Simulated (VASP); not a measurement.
Runs of VASP 6.6.1 on Lu2SiNF2. The structure is that of space group P-4m2 (No. 115), or close to it. The cells are those of the table. 

```csv
task,cell,k mesh,cutoff (eV),gap on the mesh (eV),pressure (GPa),relaxed volume (Å³/atom),largest force (eV/Å)
relaxation of cell and atoms,"relaxed from a = 3.953, b = 3.953, c = 6.598 Å, 6 atoms",4 × 4 × 4,600,none,-0.1,13.67,0.03
single point,"a = 3.953, b = 3.953, c = 6.598 Å, 6 atoms",4 × 4 × 4,520,none,-2.6,-,(a)
single point,"a = 3.256, b = 3.256, c = 7.711 Å, 6 atoms",4 × 4 × 4,520,none,0.2,-,0.01
single point,"a = 3.262, b = 3.262, c = 7.713 Å, 6 atoms",12 × 12 × 6,520,none,0.2,-,0.01
single point,"a = 3.264, b = 3.264, c = 7.713 Å, 6 atoms",6 × 6 × 2,520,none,0.2,-,(b)
relaxation of cell and atoms,"relaxed from a = 3.256, b = 3.256, c = 7.711 Å, 6 atoms",6 × 6 × 2,600,none,0.0,13.71,-
```

Alike in all rows: level PBE; potentials or basis VASP PAW PBE potentials, release 64 (Lu, Si, N, F); no spin polarisation; smearing gaussian 0.1 eV.

Task: Fill in the values left out.

Result: (a) 2.69; (b) 0.04.

Caveats: some runs use coarse meshes; spin-orbit coupling is left out, which moves the levels of the heavy elements; an odd number of electrons without spin polarisation forces a metal; a magnetic or distorted state may lie lower; the volume moved by over 15 % at a fixed basis, so the end points are rough (some runs).

A k mesh can miss the band edges, and the runs leave out spin-orbit coupling on Lu.

A gap of «none» marks levels without a gap at the run's occupations.
